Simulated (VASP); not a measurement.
TiO2:

```
Ti O
1.0
     9.51996    0.00000    0.00000
     0.00000    2.97576    0.00000
     0.00000    0.00000    4.97020
Ti O
4 8
Direct
  0.13911 0.24355 0.92088
  0.86350 0.74355 0.08320
  0.36350 0.74355 0.42088
  0.63911 0.24355 0.58320
  0.26790 0.24355 0.63543
  0.71905 0.82092 0.34420
  0.23471 0.74355 0.13543
  0.76790 0.24355 0.86865
  0.97095 0.24355 0.20538
  0.03166 0.74355 0.79870
  0.53166 0.74355 0.70538
  0.47095 0.24355 0.29870
```

```yaml
Program: VASP 6.6.1
Task: relaxation of cell and atoms
Functional: PBE
Potentials_or_basis: VASP PAW PBE potentials, release 64 (Ti_sv, O)
Cutoff: 600 eV
k_mesh: 4 × 8 × 4
Occupations: gaussian, width 0.05 eV
Spin: no spin polarisation
```

At the start: pressure 0.9 GPa; volume 11.73 Å³/atom.

**Question.** How do energy, volume and symmetry change on relaxing?

**Answer.** Over 26 steps the energy falls by 18.7 meV/atom and the volume is 11.74 Å³/atom (+0.1 %); space group P1 (No. 1, to 0.1 Å) before, Pnma (No. 62, to 0.1 Å).

The path:
| step | energy change (eV) | largest force (eV/Å) | pressure (GPa) | volume (Å³) |
| --- | --- | --- | --- | --- |
| 1 | 0.0000 | 1.7470 | 0.86 | 140.80 |
| 2 | -0.0759 | 1.2125 | -1.14 | 142.08 |
| 3 | -0.0869 | 1.0140 | -0.70 | 141.74 |
| 4 | -0.1663 | 0.5902 | -0.36 | 141.54 |
| 5 | -0.1680 | 0.5118 | -0.27 | 141.50 |
| 6 | -0.2026 | 0.2526 | 0.27 | 141.01 |
| 7 | -0.2026 | 0.2511 | 0.28 | 141.01 |
| 8 | -0.2132 | 0.1843 | -0.35 | 141.27 |
| 9 | -0.2135 | 0.2129 | -0.46 | 141.32 |
| 10 | -0.2176 | 0.2547 | 0.24 | 140.81 |
| 11 | -0.2179 | 0.1973 | 0.10 | 140.92 |
| 12 | -0.2208 | 0.1196 | 0.08 | 140.84 |
| 13 | -0.2211 | 0.1065 | 0.08 | 140.81 |
| 14 | -0.2224 | 0.0646 | -0.09 | 140.89 |
| 15 | -0.2224 | 0.0667 | -0.08 | 140.89 |
| 16 | -0.2231 | 0.0729 | 0.06 | 140.81 |
| 17 | -0.2231 | 0.0705 | 0.06 | 140.81 |
| 18 | -0.2236 | 0.0356 | 0.01 | 140.85 |
| 19 | -0.2236 | 0.0414 | -0.01 | 140.86 |
| 20 | -0.2238 | 0.0306 | 0.00 | 140.89 |
| 21 | -0.2238 | 0.0296 | 0.00 | 140.89 |
| 22 | -0.2239 | 0.0224 | 0.02 | 140.89 |
| 23 | -0.2239 | 0.0215 | 0.02 | 140.89 |
| 24 | -0.2239 | 0.0188 | -0.02 | 140.92 |
| 25 | -0.2239 | 0.0118 | -0.01 | 140.91 |
| 26 | -0.2240 | 0.0079 | 0.00 | 140.91 |

Final structure:
```
Ti O
1.0
     9.53830   -0.00002   -0.00058
    -0.00007    2.97849    0.00003
    -0.00045    0.00006    4.95992
Ti O
4 8
Direct
  0.13772 0.24965 0.92232
  0.86228 0.74981 0.07773
  0.36231 0.75033 0.42237
  0.63772 0.25005 0.57766
  0.26748 0.25015 0.63693
  0.73256 0.74996 0.36319
  0.23256 0.75031 0.13683
  0.76742 0.24968 0.86319
  0.96928 0.24977 0.20345
  0.03070 0.74993 0.79648
  0.53070 0.75009 0.70336
  0.46928 0.25028 0.29648
```
